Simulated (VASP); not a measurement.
# Al3BiO3 in VASP: further runs

Al3BiO3 is run at these levels: PBE; tasks: single point.

All numbers are computed with VASP 6.6.1; they aren't measurements. Logs are shortened: lines on timing, memory, paths and dates and some standing lists are left out, and cuts for length are marked.

## Step 1: The cell of the first run

Symmetry: R3m, No. 160, trigonal system. Conventional cell: a = 7.448 Å, b = 7.448 Å, c = 6.604 Å, α = 90.00°, β = 90.00°, γ = 120.00°. Al (site symmetry m) has 3 O at 1.85 to 1.86 Å within 2.4 Å. Within 3.7 Å of Bi (site symmetry 3m) lie 6 Al at 2.81 to 3.51 Å and 6 O at 2.96 to 3.54 Å. Within 2.4 Å of O (site symmetry m) lie 3 Al at 1.85 to 1.86 Å.

## Step 2: Single point, PBE

INCAR reads:

```
SYSTEM = Al3BiO3
ALGO = Normal ; EDIFF = 1E-7
ENCUT = 520 ; GGA = PE
ISIF = 2 ; ISMEAR = 0
LASPH = .True. ; LCHARG = .False.
LREAL = .False. ; LWAVE = .False.
NBANDS = 30 ; NELM = 60
PREC = Accurate ; SIGMA = 0.15
```

KPOINTS reads:

```
k-points
0
Gamma
  3 3 3
  0 0 0
```

POSCAR reads:

```
Al3BiO3
1.0
    3.7237585557      2.1499130031      2.2014027085
   -3.7237585557      2.1499130031      2.2014027085
    0.0000000000     -4.2998260104      2.2014027045
Al Bi O
3 1 3
Direct
    0.4633156118      0.0232198255      0.4633156118
    0.0232198255      0.4633156118      0.4633156118
    0.4633156118      0.4633156118      0.0232198255
    0.8693676335      0.8693676335      0.8693676335
    0.2675686293      0.2675686293      0.6458440587
    0.2675686293      0.6458440587      0.2675686293
    0.6458440587      0.2675686293      0.2675686293
```

Potentials or basis: VASP PAW PBE potentials, release 64 (Al, Bi_d, O).

The run is started by

```console
> cat potpaw_PBE.64/Al/POTCAR potpaw_PBE.64/Bi_d/POTCAR potpaw_PBE.64/O/POTCAR > POTCAR
> mpirun -np 1 vasp_std > vasp.out
```

OUTCAR:

```text
SYSTEM = Al3BiO3
   EDIFF = 1E-7
   ENCUT = 520
   GGA = PE
   ISIF = 2
   ISMEAR = 0
   LASPH = .True.
   LREAL = .False.
   NELM = 60
   PREC = Accurate

 ion  position               nearest neighbor table
   1  0.463  0.023  0.463-   7 1.85   5 1.85   6 1.86   4 2.81   2 3.11   2 3.11   3 3.11   3 3.11
                             3 3.28   2 3.28   4 3.51
   2  0.023  0.463  0.463-   6 1.85   5 1.85   7 1.86   4 2.81   1 3.11   1 3.11   3 3.11   3 3.11
                             3 3.28   1 3.28   4 3.51
   3  0.463  0.463  0.023-   6 1.85   7 1.85   5 1.86   4 2.81   2 3.11   1 3.11   1 3.11   2 3.11
                             1 3.28   2 3.28   4 3.51
   4  0.869  0.869  0.869-   3 2.81   2 2.81   1 2.81   3 3.51   2 3.51   1 3.51
   5  0.268  0.268  0.646-   1 1.85   2 1.85   3 1.86
   6  0.268  0.646  0.268-   2 1.85   3 1.85   1 1.86
   7  0.646  0.268  0.268-   1 1.85   3 1.85   2 1.86

  LATTYP: Found a trigonal (rhomboedric) cell.
 ALAT       =     4.8305980569
 COS(alpha) =    -0.1884781977

  Lattice vectors:

 A1 = (   3.7237585557,   2.1499130031,   2.2014027085)
 A2 = (  -3.7237585557,   2.1499130031,   2.2014027085)
 A3 = (   0.0000000000,  -4.2998260104,   2.2014027045)

Analysis of symmetry for initial positions (statically):
=====================================================================
 Subroutine PRICEL returns:
 Original cell was already a primitive cell.

 Routine SETGRP: Setting up the symmetry group for a
 trigonal (rhombohedral) supercell.

 Subroutine GETGRP returns: Found  6 space group operations
 (whereof  6 operations were pure point group operations)
 out of a pool of 12 trial point group operations.

The static configuration has the point symmetry C_3v.

Analysis of symmetry for dynamics (positions and initial velocities):
=====================================================================
 Subroutine PRICEL returns:
 Original cell was already a primitive cell.

 Routine SETGRP: Setting up the symmetry group for a
 trigonal (rhombohedral) supercell.

 Subroutine GETGRP returns: Found  6 space group operations
 (whereof  6 operations were pure point group operations)
 out of a pool of 12 trial point group operations.

The dynamic configuration has the point symmetry C_3v.

 Subroutine INISYM returns: Found  6 space group operations
 (whereof  6 operations are pure point group operations),
 and found     1 'primitive' translations

----------------------------------------------------------------------------------------

                                     Primitive cell

  volume of cell :     105.7434

  direct lattice vectors                    reciprocal lattice vectors
     3.723758556  2.149913003  2.201402708     0.134272938  0.077522517  0.151418608
    -3.723758556  2.149913003  2.201402708    -0.134272938  0.077522517  0.151418608
     0.000000000 -4.299826010  2.201402704     0.000000000 -0.155045033  0.151418608

  length of vectors
     4.830598057  4.830598057  4.830598057     0.216717690  0.216717690  0.216717690

  position of ions in fractional coordinates (direct lattice)
     0.463315612  0.023219826  0.463315612
     0.023219826  0.463315612  0.463315612
     0.463315612  0.463315612  0.023219826
     0.869367633  0.869367633  0.869367633
     0.267568629  0.267568629  0.645844059
     0.267568629  0.645844059  0.267568629
     0.645844059  0.267568629  0.267568629

  ion indices of the primitive-cell ions
   primitive index   ion index
                 1           1
                 2           2
                 3           3
                 4           4
                 5           5
                 6           6
                 7           7

----------------------------------------------------------------------------------------

 KPOINTS: k-points

Automatic generation of k-mesh.
 Grid dimensions read from file:
 generate k-points for:    3    3    3

 Generating k-lattice:

  Cartesian coordinates                     Fractional coordinates (reciprocal lattice)
     0.044757646  0.025840839  0.050472869     0.333333333  0.000000000  0.000000000
    -0.044757646  0.025840839  0.050472869     0.000000000  0.333333333  0.000000000
     0.000000000 -0.051681678  0.050472869     0.000000000  0.000000000  0.333333333

  Length of vectors
     0.072239230  0.072239230  0.072239230

  Shift w.r.t. Gamma in fractional coordinates (k-lattice)
     0.000000000  0.000000000  0.000000000

 Subroutine IBZKPT returns following result:
 ===========================================

 Found      6 irreducible k-points:

 Following reciprocal coordinates:
            Coordinates               Weight
  0.000000  0.000000  0.000000      1.000000
  0.333333 -0.000000  0.000000      6.000000
  0.333333  0.333333  0.000000      6.000000
 -0.333333  0.333333  0.000000      6.000000
  0.333333  0.333333  0.333333      2.000000
 -0.333333  0.333333  0.333333      6.000000
   k-points           NKPTS =      6   k-points in BZ     NKDIM =      6   number of bands    NBANDS=     30
   number of dos      NEDOS =    301   number of ions     NIONS =      7
   total plane-waves  NPLWV =  46656
   dimension x,y,z NGX =    36 NGY =   36 NGZ =   36
   dimension x,y,z NGXF=    72 NGYF=   72 NGZF=   72
   ions per type =               3   1   3
   NGX,Y,Z   is equivalent  to a cutoff of  12.39, 12.39, 12.39 a.u.
   NGXF,Y,Z  is equivalent  to a cutoff of  24.78, 24.78, 24.78 a.u.
 SYSTEM =  Al3BiO3
   PREC   = accura    normal or accurate (medium, high low for compatibility)
   ISTART =      0    job   : 0-new  1-cont  2-samecut
   ICHARG =      2    charge: 1-file 2-atom 10-const
   ISPIN  =      1    spin polarized calculation?
   LNONCOLLINEAR =      F non collinear calculations
   LSORBIT =      F    spin-orbit coupling
   LASPH  =      T    aspherical Exc in radial PAW
   ENCUT  =  520.0 eV  38.22 Ry    6.18 a.u.   8.98  8.98  8.98*2*pi/ulx,y,z
   NELM   =     60;   NELMIN=  2; NELMDL= -5     # of ELM steps
   EDIFF  = 0.1E-06   stopping-criterion for ELM
   LREAL  =      F    real-space projection
   EDIFFG = 0.1E-05   stopping-criterion for IOM
   NSW    =      0    number of steps for IOM
   IBRION =     -1    ionic relax: 0-MD 1-quasi-New 2-CG
   NFREE  =      0    steps in history (QN), initial steepest desc. (CG)
   ISIF   =      2    stress and relaxation
   ISYM   =      2    0-nonsym 1-usesym 2-fastsym
   POTIM  = 0.5000    time-step for ionic-motion
   TEBEG  =    0.0;   TEEND  =   0.0 temperature during run
   PSTRESS=    0.0 pullay stress
   NELECT =      42.0000    total number of electrons
   NUPDOWN=      -1.0000    fix difference up-down
   EMIN   =  10.00;   EMAX   =-10.00  energy-range for DOS
   EFERMI =   0.00;   METHOD = LEGACY
   ISMEAR =     0;   SIGMA  =   0.15  broadening in eV -4-tet -1-fermi 0-gaus
   EFERMI_NEDOS =   21; number of points for ismear=-14 and -15
   IALGO  =     38    algorithm
   IMIX   =      4    mixing-type and parameters
     AMIX     =   0.40;   BMIX     =  1.00
     AMIX_MAG =   1.60;   BMIX_MAG =  1.00
  volume/ion in A,a.u.               =      15.11       101.94
  Fermi-wavevector in a.u.,A,eV,Ry     =   1.203391  2.274080 19.703286  1.448151
  Thomas-Fermi vector in A             =   2.339146
   LORBIT       =      0    0 simple, 1 ext, 2 COOP (PROOUT), +10 PAW based schemes
   GGA     = PE    functional components
   LHFCALC =     F    Hartree Fock is set to
   AEXX    =    0.0000 exact exchange contribution
   IVDW    =     0    specifies the selected vdW correction
   LEPSILON=     F    determine dielectric tensor
   LRPA    =     F    only Hartree local field effects (RPA)
 non-spin polarized calculation
 Gauss-broadening in eV      SIGMA  =   0.15
  energy-cutoff  :      520.00
  volume of cell :      105.74
 maximum number of plane-waves:      2859
   NGX = 17   NGY = 17   NGZ = 17

 number of electron      41.9999993 magnetization

 Free energy of the ion-electron system (eV)
  ---------------------------------------------------
  ext. energy  EPLUGINS =         0.00000000
  ---------------------------------------------------
  free energy    TOTEN  =       -43.03283011 eV

  energy without entropy =      -43.03277530  energy(sigma->0) =      -43.03280271

 E-fermi :   6.6265     XC(G=0): -10.1050

 val. band max:        6.2434582459   @ k =  -0.3333   0.3333   0.0000
 cond. band min:       6.9554956576   @ k =   0.0000   0.0000   0.0000
 fundamental gap:      0.7120374118
 Fermi energy:         6.6264863524

 k-point     1 :       0.0000    0.0000    0.0000
  band No.  band energies     occupation
      1     -14.8929      2.00000
      2     -14.8929      2.00000
      3     -14.8567      2.00000
      4     -14.8567      2.00000
      5     -14.8269      2.00000
      6     -14.0348      2.00000
[... 22 lines left out ...]
     29      13.3863      0.00000
     30      13.3863      0.00000

 k-point     2 :       0.3333   -0.0000    0.0000
  band No.  band energies     occupation
      1     -14.8942      2.00000
      2     -14.8930      2.00000
      3     -14.8548      2.00000
      4     -14.8545      2.00000
      5     -14.8281      2.00000
      6     -13.8979      2.00000
[... 22 lines left out ...]
     29      13.4340      0.00000
     30      13.5531      0.00000

 k-point     3 :       0.3333    0.3333    0.0000
  band No.  band energies     occupation
      1     -14.8990      2.00000
      2     -14.8925      2.00000
      3     -14.8543      2.00000
      4     -14.8513      2.00000
      5     -14.8300      2.00000
      6     -13.7440      2.00000
[... 22 lines left out ...]
     29      12.6219      0.00000
     30      13.4166      0.00000

 k-point     4 :      -0.3333    0.3333    0.0000
  band No.  band energies     occupation
      1     -14.9009      2.00000
      2     -14.8929      2.00000
      3     -14.8550      2.00000
      4     -14.8508      2.00000
      5     -14.8296      2.00000
      6     -13.7867      2.00000
[... 22 lines left out ...]
     29      13.2184      0.00000
     30      14.2042      0.00000

 k-point     5 :       0.3333    0.3333    0.3333
  band No.  band energies     occupation
      1     -14.8979      2.00000
      2     -14.8979      2.00000
      3     -14.8505      2.00000
      4     -14.8505      2.00000
      5     -14.8326      2.00000
      6     -13.5942      2.00000
[... 22 lines left out ...]
     29      13.5611      0.00000
     30      13.5611      0.00000

 k-point     6 :      -0.3333    0.3333    0.3333
  band No.  band energies     occupation
      1     -14.9016      2.00000
      2     -14.9013      2.00000
      3     -14.8526      2.00000
      4     -14.8516      2.00000
      5     -14.8288      2.00000
      6     -13.6698      2.00000
[... 22 lines left out ...]
     29      13.6365      0.00000
     30      13.8897      0.00000

------------------------ aborting loop because EDIFF is reached ----------------------------------------

  FORCE on cell =-STRESS in cart. coord.  units (eV):
  Direction    XX          YY          ZZ          XY          YZ          ZX
  --------------------------------------------------------------------------------------
  -------------------------------------------------------------------------------------
  Total        0.0223716      0.0223716     -0.1846777      0.0000000      0.0000000      0.0000000
  in kB        0.3389642      0.3389642     -2.7981552      0.0000000      0.0000000      0.0000000
  external PRESSURE =      -0.7067423 kB  Pullay stress =       0.0000000 kB

 VOLUME and BASIS-vectors are now :
 -----------------------------------------------------------------------------
  energy-cutoff  :      520.00
  volume of cell :      105.74
      direct lattice vectors                 reciprocal lattice vectors
     3.723758556  2.149913003  2.201402708     0.134272938  0.077522517  0.151418608
    -3.723758556  2.149913003  2.201402708    -0.134272938  0.077522517  0.151418608
     0.000000000 -4.299826010  2.201402704     0.000000000 -0.155045033  0.151418608

 POSITION                                       TOTAL-FORCE (eV/Angst)
 -----------------------------------------------------------------------------------
      1.63881     -0.94617      2.09100         0.020187     -0.011655     -0.019652
     -1.63881     -0.94617      2.09100        -0.020187     -0.011655     -0.019652
      0.00000      1.89234      2.09100        -0.000000      0.023310     -0.019652
      0.00000     -0.00000      5.74148        -0.000000      0.000000     -0.006606
      0.00000     -1.62652      2.59982        -0.000000     -0.007383      0.021854
     -1.40861      0.81326      2.59982        -0.006394      0.003692      0.021854
      1.40861      0.81326      2.59982         0.006394      0.003692      0.021854
 -----------------------------------------------------------------------------------
    total drift:                                0.000000      0.000000     -0.000553

  FREE ENERGIE OF THE ION-ELECTRON SYSTEM (eV)
  ---------------------------------------------------
  free  energy   TOTEN  =       -43.0328301085 eV

  energy  without entropy=      -43.0327753041  energy(sigma->0) =      -43.03280271
```

Wall time 22 s (1 thread of Intel Xeon Platinum 8488C (Sapphire Rapids), shared host); peak memory 0.21 GiB.

What came out:

```yaml
Free_energy: -43.0328 eV
Pressure: -0.1 GPa
Largest_force: 0.030 eV/Å
Band_gap_on_the_k_mesh: 0.71 eV, indirect (least direct gap 0.76 eV)
```

Forces in eV/Å, atoms in the order of the input:
```
Al   0.020 -0.012 -0.020
Al  -0.020 -0.012 -0.020
Al   0.000  0.023 -0.020
Bi   0.000  0.000 -0.007
O    0.000 -0.007  0.022
O   -0.006  0.004  0.022
O    0.006  0.004  0.022
```

Caveat: the k points lie up to 0.45 Å⁻¹ apart; spin-orbit coupling is left out, which moves the levels of the heavy elements.

## Step 3: Single point, PBE

INCAR reads:

```
SYSTEM = Al3BiO3
PREC = Accurate ; ENCUT = 520
EDIFF = 1E-6 ; ISMEAR = 0
SIGMA = 0.1 ; LREAL = .FALSE.
LASPH = .TRUE. ; NELM = 80
ALGO = Normal ; ISIF = 2
LWAVE = .FALSE. ; LCHARG = .FALSE.
GGA = PE ; NBANDS = 30
```

KPOINTS reads:

```
regular mesh
0
G
  3 3 3
  0 0 0
```

POSCAR reads:

```
Al3BiO3
1.0
    3.7248586605      2.1505481503      2.2004183607
   -3.7248586605      2.1505481503      2.2004183607
    0.0000000000     -4.3010963006      2.2004183607
Al Bi O
3 1 3
Direct
    0.4627248298      0.0232957878      0.4627248298
    0.0232957878      0.4627248298      0.4627248298
    0.4627248298      0.4627248298      0.0232957878
    0.8691395374      0.8691395374      0.8691395374
    0.2681354716      0.2681354716      0.6460440718
    0.2681354716      0.6460440718      0.2681354716
    0.6460440718      0.2681354716      0.2681354716
```

Potentials or basis: VASP PAW PBE potentials, release 64 (Al, Bi_d, O).

The run is started by

```console
> cat potpaw_PBE.64/Al/POTCAR potpaw_PBE.64/Bi_d/POTCAR potpaw_PBE.64/O/POTCAR > POTCAR
> mpirun -np 1 vasp_std > vasp.out
```

Wall time 18 s (1 thread of Intel Xeon Platinum 8488C (Sapphire Rapids), shared host); peak memory 0.21 GiB.

It converged, with:

```
Free energy            : -43.0327 eV
Pressure               : 0.0 GPa
Largest force          : 0.041 eV/Å
Band gap on the k mesh : 0.70 eV, indirect (least direct gap 0.74 eV)
```

Forces on the atoms (eV/Å):
```
Al   0.032 -0.018  0.017
Al  -0.032 -0.018  0.017
Al   0.000  0.037  0.017
Bi   0.000  0.000 -0.004
O    0.000 -0.009 -0.016
O   -0.008  0.005 -0.016
O    0.008  0.005 -0.016
```

Stress tensor (GPa, compression positive):
```
 0.03  0.00  0.00
 0.00  0.03  0.00
 0.00  0.00 -0.16
```

Levels at points of the mesh, in eV from the valence-band top:
```csv
k point,band 17,band 18,band 19,band 20,band 21,band 22,band 23,band 24,band 25,band 26
"(0.00, 0.00, 0.00)",-4.13,-4.13,-0.27,-0.04,-0.04,0.70,2.76,2.76,5.44,6.09
```

Caveat: the k points lie up to 0.45 Å⁻¹ apart; spin-orbit coupling is left out, which moves the levels of the heavy elements.

(Continued in part 2 of 2.)
